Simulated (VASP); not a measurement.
Input of a VASP 6.6.1 run:

File INCAR:

```
PREC = Accurate
ENCUT = 910
EDIFF = 1E-7
ISMEAR = -1
SIGMA = 0.05
LREAL = False
LASPH = True
NELM = 120
ALGO = Normal
ISIF = 3
LWAVE = False
LCHARG = False
GGA = PE
IBRION = 2
NSW = 100
EDIFFG = -0.005
GGA_COMPAT = False
NELMIN = 4
```

The input KPOINTS:

```
Automatic mesh
0
Gamma
  13 13 7
```

Contents of POSCAR:

```
TiO2
1.0
    2.8878374627      0.0000000000      0.0000000000
   -1.4439187314      2.5009406047      0.0000000000
    0.0000000000      0.0000000000      4.6205399404
Ti O
1 2
Direct
    0.0000000000      0.0000000000      0.0000000000
    0.3333333333      0.6666666667      0.2500000000
    0.6666666667      0.3333333333      0.7500000000
```

Potentials or basis: VASP PAW PBE potentials, release 64 (Ti_sv, O_h).

Command:

```bash
$ cat potpaw_PBE.64/Ti_sv/POTCAR potpaw_PBE.64/O_h/POTCAR > POTCAR
$ mpirun -np 1 vasp_std > vasp.out
```

(1) Estimate the relaxed volume.

(2) Estimate the space group after relaxing (to 0.1 Å).

(3) What does it give for the band gap on the k mesh?

(4) What does it give for the relaxed cell?

Answers

(1) 12.30 Å³/atom.

(2) P-3m1 (No. 164).

(3) 2.54 eV (least direct gap 2.78 eV).

(4) a = 2.984 Å, b = 2.984 Å, c = 4.784 Å, α = 90.00°, β = 90.00°, γ = 120.00°.

Caveat: the cutoff is under 1.25 times the usual one of these potentials, so pressure, stress and relaxed cells hold a basis-set (Pulay) error; an odd mesh through Γ misses points on the zone boundary, where band edges can lie.
